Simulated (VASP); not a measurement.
# Mo4C in VASP: a series of runs

Runs on Mo4C. Level: LDA. Tasks: single point.

Everything below comes from runs of VASP 6.6.1. Logs are shortened: lines on timing, memory, paths and dates and some standing lists are left out, and cuts for length are marked.

## 1. The cell of the first run

The cell holds a slab with vacuum, 5 atoms: a = 3.111 Å, b = 3.111 Å, c = 21.510 Å, α = 90.00°, β = 90.00°, γ = 90.00°.

## 2. Single point, LDA

INCAR

```
ALGO = Normal
DIPOL = 0.5 0.5 0.336
EDIFF = 1E-7
ENCUT = 520
GGA = CA
IDIPOL = 3
ISIF = 2
ISMEAR = 0
LASPH = True
LCHARG = True
LDIPOL = True
LELF = True
LREAL = False
LVACPOTAV = True
LVHAR = True
LWAVE = False
NBANDS = 38
NELM = 80
PREC = Accurate
SIGMA = 0.1
```

KPOINTS

```
k-points
0
Gamma
  9 9 1
```

POSCAR

```
Mo4C
1.0
    3.1111816891      0.0000000000      0.0000000000
    0.0000000000      3.1111816891      0.0000000000
    0.0000000000      0.0000000000     21.5098172784
Mo C
4 1
Direct
    0.5000000000      0.5000000000      0.1859615983
    0.0000000000      0.0000000000      0.2582816382
    0.5000000000      0.5000000000      0.3325055024
    0.0000000000      0.0000000000      0.3956248056
    0.3750000000      0.3750000000      0.5095262845
```

Potentials or basis: VASP PAW LDA potentials, release 64 (Mo_sv, C).

On the command line:

```sh
$ cat potpaw_LDA.64/Mo_sv/POTCAR potpaw_LDA.64/C/POTCAR > POTCAR
$ mpirun -np 1 vasp_std > vasp.out
```

OUTCAR:

```text
EDIFF = 1E-7
   ENCUT = 520
   GGA = CA
   ISIF = 2
   ISMEAR = 0
   LASPH = True
   LREAL = False
   NELM = 80
   PREC = Accurate

 ion  position               nearest neighbor table
   1  0.500  0.500  0.186-   2 2.69   2 2.69   2 2.69   2 2.69   3 3.15
   2  0.000  0.000  0.258-   1 2.69   1 2.69   1 2.69   1 2.69   3 2.72   3 2.72   3 2.72   3 2.72
                             4 2.95
   3  0.500  0.500  0.333-   4 2.59   4 2.59   4 2.59   4 2.59   2 2.72   2 2.72   2 2.72   2 2.72
                             1 3.15
   4  0.000  0.000  0.396-   3 2.59   3 2.59   3 2.59   3 2.59   2 2.95
   5  0.375  0.375  0.510-

  LATTYP: Found a simple tetragonal cell.
 ALAT       =     3.1111816891
 C/A-ratio  =     6.9137129965

  Lattice vectors:

 A1 = (   3.1111816891,   0.0000000000,   0.0000000000)
 A2 = (   0.0000000000,   3.1111816891,   0.0000000000)
 A3 = (   0.0000000000,   0.0000000000,  21.5098172784)

Analysis of symmetry for initial positions (statically):
=====================================================================
 Subroutine PRICEL returns:
 Original cell was already a primitive cell.

 Routine SETGRP: Setting up the symmetry group for a
 simple tetragonal supercell.

 Subroutine GETGRP returns: Found  2 space group operations
 (whereof  2 operations were pure point group operations)
 out of a pool of 16 trial point group operations.

The static configuration has the point symmetry C_1h.

Analysis of symmetry for dynamics (positions and initial velocities):
=====================================================================
 Subroutine PRICEL returns:
 Original cell was already a primitive cell.

 Routine SETGRP: Setting up the symmetry group for a
 simple tetragonal supercell.

 Subroutine GETGRP returns: Found  2 space group operations
 (whereof  2 operations were pure point group operations)
 out of a pool of 16 trial point group operations.

The dynamic configuration has the point symmetry C_1h.

 Subroutine INISYM returns: Found  2 space group operations
 (whereof  2 operations are pure point group operations),
 and found     1 'primitive' translations

----------------------------------------------------------------------------------------

                                     Primitive cell

  volume of cell :     208.2032

  direct lattice vectors                    reciprocal lattice vectors
     3.111181689  0.000000000  0.000000000     0.321421280  0.000000000  0.000000000
     0.000000000  3.111181689  0.000000000     0.000000000  0.321421280  0.000000000
     0.000000000  0.000000000 21.509817278     0.000000000  0.000000000  0.046490400

  length of vectors
     3.111181689  3.111181689 21.509817278     0.321421280  0.321421280  0.046490400

  position of ions in fractional coordinates (direct lattice)
     0.500000000  0.500000000  0.185961598
     0.000000000  0.000000000  0.258281638
     0.500000000  0.500000000  0.332505502
     0.000000000  0.000000000  0.395624806
     0.375000000  0.375000000  0.509526284

  ion indices of the primitive-cell ions
   primitive index   ion index
                 1           1
                 2           2
                 3           3
                 4           4
                 5           5

----------------------------------------------------------------------------------------

 KPOINTS: k-points

Automatic generation of k-mesh.
 Grid dimensions read from file:
 generate k-points for:    9    9    1

 Generating k-lattice:

  Cartesian coordinates                     Fractional coordinates (reciprocal lattice)
     0.035713476  0.000000000  0.000000000     0.111111111  0.000000000  0.000000000
     0.000000000  0.035713476  0.000000000     0.000000000  0.111111111  0.000000000
     0.000000000  0.000000000  0.046490400     0.000000000  0.000000000  1.000000000

  Length of vectors
     0.035713476  0.035713476  0.046490400

  Shift w.r.t. Gamma in fractional coordinates (k-lattice)
     0.000000000  0.000000000  0.000000000

 Subroutine IBZKPT returns following result:
 ===========================================

 Found     25 irreducible k-points:

 Following reciprocal coordinates:
            Coordinates               Weight
  0.000000  0.000000  0.000000      1.000000
  0.111111  0.000000  0.000000      4.000000
  0.222222  0.000000  0.000000      4.000000
  0.333333  0.000000  0.000000      4.000000
  0.444444  0.000000  0.000000      4.000000
  0.111111  0.111111  0.000000      2.000000
[... 16 lines left out ...]
 -0.333333  0.444444  0.000000      4.000000
  0.444444  0.444444  0.000000      2.000000
   k-points           NKPTS =     25   k-points in BZ     NKDIM =     25   number of bands    NBANDS=     38
   number of dos      NEDOS =    301   number of ions     NIONS =      5
   total plane-waves  NPLWV =  92160
   dimension x,y,z NGX =    24 NGY =   24 NGZ =  160
   dimension x,y,z NGXF=    48 NGYF=   48 NGZF=  320
   ions per type =               4   1
   NGX,Y,Z   is equivalent  to a cutoff of  12.82, 12.82, 12.37 a.u.
   NGXF,Y,Z  is equivalent  to a cutoff of  25.65, 25.65, 24.73 a.u.
 SYSTEM =  unknown system
   PREC   = accura    normal or accurate (medium, high low for compatibility)
   ISTART =      0    job   : 0-new  1-cont  2-samecut
   ICHARG =      2    charge: 1-file 2-atom 10-const
   ISPIN  =      1    spin polarized calculation?
   LNONCOLLINEAR =      F non collinear calculations
   LSORBIT =      F    spin-orbit coupling
   LASPH  =      T    aspherical Exc in radial PAW
   ENCUT  =  520.0 eV  38.22 Ry    6.18 a.u.   5.78  5.78 39.99*2*pi/ulx,y,z
   NELM   =     80;   NELMIN=  2; NELMDL= -5     # of ELM steps
   EDIFF  = 0.1E-06   stopping-criterion for ELM
   LREAL  =      F    real-space projection
   EDIFFG = 0.1E-05   stopping-criterion for IOM
   NSW    =      0    number of steps for IOM
   IBRION =     -1    ionic relax: 0-MD 1-quasi-New 2-CG
   NFREE  =      0    steps in history (QN), initial steepest desc. (CG)
   ISIF   =      2    stress and relaxation
   ISYM   =      2    0-nonsym 1-usesym 2-fastsym
   POTIM  = 0.5000    time-step for ionic-motion
   TEBEG  =    0.0;   TEEND  =   0.0 temperature during run
   PSTRESS=    0.0 pullay stress
   NELECT =      60.0000    total number of electrons
   NUPDOWN=      -1.0000    fix difference up-down
   EMIN   =  10.00;   EMAX   =-10.00  energy-range for DOS
   EFERMI =   0.00;   METHOD = LEGACY
   ISMEAR =     0;   SIGMA  =   0.10  broadening in eV -4-tet -1-fermi 0-gaus
   EFERMI_NEDOS =   21; number of points for ismear=-14 and -15
   IALGO  =     38    algorithm
   IMIX   =      4    mixing-type and parameters
     AMIX     =   0.40;   BMIX     =  1.00
     AMIX_MAG =   1.60;   BMIX_MAG =  1.00
  volume/ion in A,a.u.               =      41.64       281.00
  Fermi-wavevector in a.u.,A,eV,Ry     =   1.081341  2.043439 15.909276  1.169299
  Thomas-Fermi vector in A             =   2.217355
   LORBIT       =      0    0 simple, 1 ext, 2 COOP (PROOUT), +10 PAW based schemes
   GGA     = CA    functional components
   LHFCALC =     F    Hartree Fock is set to
   AEXX    =    0.0000 exact exchange contribution
   IVDW    =     0    specifies the selected vdW correction
   LEPSILON=     F    determine dielectric tensor
   LRPA    =     F    only Hartree local field effects (RPA)
 non-spin polarized calculation
 Gauss-broadening in eV      SIGMA  =   0.10
  energy-cutoff  :      520.00
  volume of cell :      208.20
 maximum number of plane-waves:      5636
   NGX = 11   NGY = 11   NGZ = 79

 dipolmoment           0.000000      0.000000     -0.034077 electrons x Angstroem

 number of electron      59.9999987 magnetization

 dipolmoment           0.000000      0.000000      0.130292 electrons x Angstroem

 Free energy of the ion-electron system (eV)
  ---------------------------------------------------
  ext. energy  EPLUGINS =         0.00000000
  ---------------------------------------------------
  free energy    TOTEN  =       -47.80346826 eV

  energy without entropy =      -47.76752989  energy(sigma->0) =      -47.78549907

 E-fermi :   0.3564     XC(G=0):  -5.8249

 val. band max:        0.3403410133   @ k =  -0.2222   0.2222   0.0000
 cond. band min:       0.3628729003   @ k =   0.3333   0.0000   0.0000
 fundamental gap:      0.0225318871
 Fermi energy:         0.3564283590

 k-point     1 :       0.0000    0.0000    0.0000
  band No.  band energies     occupation
      1     -60.2271      2.00000
      2     -60.0403      2.00000
      3     -59.7749      2.00000
      4     -59.6925      2.00000
      5     -34.6773      2.00000
      6     -34.6481      2.00000
[... 30 lines left out ...]
     37       2.3882      0.00000
     38       2.7013      0.00000

 k-point     2 :       0.1111    0.0000    0.0000
  band No.  band energies     occupation
      1     -60.2101      2.00000
      2     -60.0319      2.00000
      3     -59.7774      2.00000
      4     -59.7044      2.00000
      5     -34.7636      2.00000
      6     -34.6870      2.00000
[... 30 lines left out ...]
     37       2.3372      0.00000
     38       2.5351      0.00000

 k-point     3 :       0.2222    0.0000    0.0000
  band No.  band energies     occupation
      1     -60.1628      2.00000
      2     -60.0095      2.00000
      3     -59.7847      2.00000
      4     -59.7392      2.00000
      5     -34.9015      2.00000
      6     -34.8144      2.00000
[... 30 lines left out ...]
     37       2.3971      0.00000
     38       2.6441      0.00000

 k-point     4 :       0.3333    0.0000    0.0000
  band No.  band energies     occupation
      1     -60.0960      2.00000
      2     -59.9803      2.00000
      3     -59.7980      2.00000
      4     -59.7905      2.00000
      5     -35.0162      2.00000
      6     -34.9544      2.00000
[... 30 lines left out ...]
     37       2.5096      0.00000
     38       2.6271      0.00000
[... 703 lines left out ...]
      4     -59.7887      2.00000
      5     -35.0628      2.00000
      6     -35.0036      2.00000
[... 30 lines left out ...]
     37       2.7839      0.00000
     38       3.0542      0.00000

 k-point    23 :      -0.3333    0.4444    0.0000
  band No.  band energies     occupation
      1     -60.0079      2.00000
      2     -59.9317      2.00000
      3     -59.8386      2.00000
      4     -59.7887      2.00000
      5     -35.0657      2.00000
      6     -35.0007      2.00000
[... 30 lines left out ...]
     37       2.7833      0.00000
     38       3.0431      0.00000

 k-point    24 :       0.4444    0.4444    0.0000
  band No.  band energies     occupation
      1     -59.9999      2.00000
      2     -59.9245      2.00000
      3     -59.8359      2.00000
      4     -59.7838      2.00000
      5     -35.1137      2.00000
      6     -35.1030      2.00000
[... 30 lines left out ...]
     37       3.0038      0.00000
     38       3.0662      0.00000

 [... further k-points ...]
[... 5 lines left out ...]
  --------------------------------------------------------------------------------------
  -------------------------------------------------------------------------------------
  Total       -8.2026689     -8.2026689     -7.8957458     -0.0995299     -0.4175256     -0.4175258
  in kB      -63.1216432    -63.1216432    -60.7597912     -0.7659078     -3.2129669     -3.2129684
  external PRESSURE =     -62.3343592 kB  Pullay stress =       0.0000000 kB

 VOLUME and BASIS-vectors are now :
 -----------------------------------------------------------------------------
  energy-cutoff  :      520.00
  volume of cell :      208.20
      direct lattice vectors                 reciprocal lattice vectors
     3.111181689  0.000000000  0.000000000     0.321421280  0.000000000  0.000000000
     0.000000000  3.111181689  0.000000000     0.000000000  0.321421280  0.000000000
     0.000000000  0.000000000 21.509817278     0.000000000  0.000000000  0.046490400

 POSITION                                       TOTAL-FORCE (eV/Angst)
 -----------------------------------------------------------------------------------
      1.55559      1.55559      4.00000         0.010593      0.010593      1.742849
      0.00000      0.00000      5.55559         0.048132      0.048132     -1.767250
      1.55559      1.55559      7.15213        -0.173464     -0.173464     -0.389834
      0.00000      0.00000      8.50982         0.303748      0.303748      2.765404
      1.16669      1.16669     10.95982        -0.189009     -0.189009     -2.351169
 -----------------------------------------------------------------------------------
    total drift:                               -0.000000     -0.000000      0.000215

  FREE ENERGIE OF THE ION-ELECTRON SYSTEM (eV)
  ---------------------------------------------------
  free  energy   TOTEN  =       -47.8034682631 eV

  energy  without entropy=      -47.7675298858  energy(sigma->0) =      -47.78549907

 vacuum level on the upper side and lower side of the slab         6.978         4.542
```

It took 7 min on 1 thread of AMD EPYC 7R43 (Zen 3), shared host; peak memory 0.28 GiB.

What came out:

```yaml
Free_energy: -47.8035 eV
Largest_force: 2.799 eV/Å
Band_gap_on_the_k_mesh: zero (band 30 reaches 1.26 eV, above the bottom of band 31 at 0.10 eV)
```

Forces on the atoms (eV/Å):
```
Mo   0.011  0.011  1.743
Mo   0.048  0.048 -1.767
Mo  -0.173 -0.173 -0.390
Mo   0.304  0.304  2.765
C   -0.189 -0.189 -2.351
```

## 3. Single point, LDA

INCAR

```
ALGO = Normal
DIPOL = 0.5 0.5 0.345
EDIFF = 1E-6
ENCUT = 520
IDIPOL = 3
ISIF = 2
ISMEAR = 0
LASPH = T
LCHARG = F
LDIPOL = T
LREAL = F
LWAVE = F
NBANDS = 38
NELM = 60
PREC = Accurate
SIGMA = 0.1
```

KPOINTS is that of step 2.

Changes to POSCAR since step 2:

```diff
@@ -12,2 +12,2 @@
     0.0000000000      0.0000000000      0.3956248056
-    0.3750000000      0.3750000000      0.5095262845
+    0.3750000000      0.3750000000      0.5513676441
```

Potentials or basis: VASP PAW LDA potentials, release 64 (Mo_sv, C).

On the command line:

```sh
$ cat potpaw_LDA.64/Mo_sv/POTCAR potpaw_LDA.64/C/POTCAR > POTCAR
$ mpirun -np 1 vasp_std > vasp.out
```

Wall time 8.8 min (1 thread of AMD EPYC 7R43 (Zen 3), shared host); peak memory 0.29 GiB.

It converged, with:

| Quantity | Value |
| --- | --- |
| Free energy | -46.3938 eV |
| Largest force | 1.774 eV/Å |
| Band gap on the k mesh | zero (band 30 reaches 1.30 eV, above the bottom of band 31 at 0.27 eV) |

Forces in eV/Å, atoms in the order of the input:
```
Mo   0.018  0.018  1.697
Mo  -0.003 -0.003 -1.774
Mo  -0.041 -0.041 -0.290
Mo   0.040  0.040  1.290
C   -0.014 -0.014 -0.923
```

Levels at points of the mesh, in eV from the Fermi level:
```csv
k point,band 28,band 29,band 30,band 31,band 32,band 33
"(0.00, 0.00, 0.00)",-0.79,-0.30,-0.30,-0.06,0.52,1.05
```
